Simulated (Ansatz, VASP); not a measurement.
Cu: VASP beside Ansatz

The input INCAR:

```
SYSTEM = Cu
PREC     = Accurate       ! precision mode
ENCUT    = 520            ! plane-wave cutoff, eV
EDIFF    = 1E-7           ! SCF threshold, eV
ISMEAR   = -1             ! smearing method
SIGMA    = 0.5            ! smearing width, eV
LREAL    = .False.        ! projectors in reciprocal space
LASPH    = .True.         ! aspherical terms in the spheres
NELM     = 100            ! most SCF steps
ALGO     = Normal         ! electronic algorithm
ISIF     = 2              ! what is computed and relaxed
LWAVE    = .False.        ! write WAVECAR
LCHARG   = .False.        ! write CHGCAR
GGA      = PS             ! functional
NBANDS   = 12             ! bands
```

The input KPOINTS:

```
regular mesh
0
Gamma
  15 15 15
  0 0 0
```

POSCAR

```
Cu
1.0
   -1.4427900000      1.4427900000      1.3760800000
    1.4427900000     -1.4427900000      1.3760800000
    1.4427900000      1.4427900000     -1.3760800000
Cu
1
Direct
    0.0000000000      0.0000000000      0.0000000000
```

Input for Ansatz:

```yaml
crystal:
  lattice:
    - [-1.44279, 1.44279, 1.37608]
    - [1.44279, -1.44279, 1.37608]
    - [1.44279, 1.44279, -1.37608]
  atoms:
    - { symbol: Cu, position: [0.0, 0.0, 0.0] }
basis:
  ecutwfc: 470.0
kpoints:
  mp_grid:
    grid: [15, 15, 15]
hamiltonian:
  xc: pbesol
scf:
  occupations:
    method: fermi_dirac
    width: 0.5
output:
  stress: true
```

Alike in both runs: task single point; functional PBEsol; k mesh 15 × 15 × 15; occupations fermi-dirac, width 0.5 eV; no spin polarisation.

|  | VASP | Ansatz |
| --- | --- | --- |
| version | VASP 6.6.1 | Ansatz 0.2.0 |
| potentials or method | VASP PAW PBE potentials, release 64 (Cu), cutoff 520 eV | plane waves, PAW |
| valence electrons in the cell | 11 | 19 |

|  | VASP | Ansatz | Ansatz less VASP |
| --- | --- | --- | --- |
| pressure (GPa) | 1.4 | 0.8 | -0.64 |

VASP's potentials were made for PBE, not for PBEsol. VASP's potentials hold 11 valence electrons a cell and Ansatz's 19, so a difference there can come from the potentials and not from the codes.
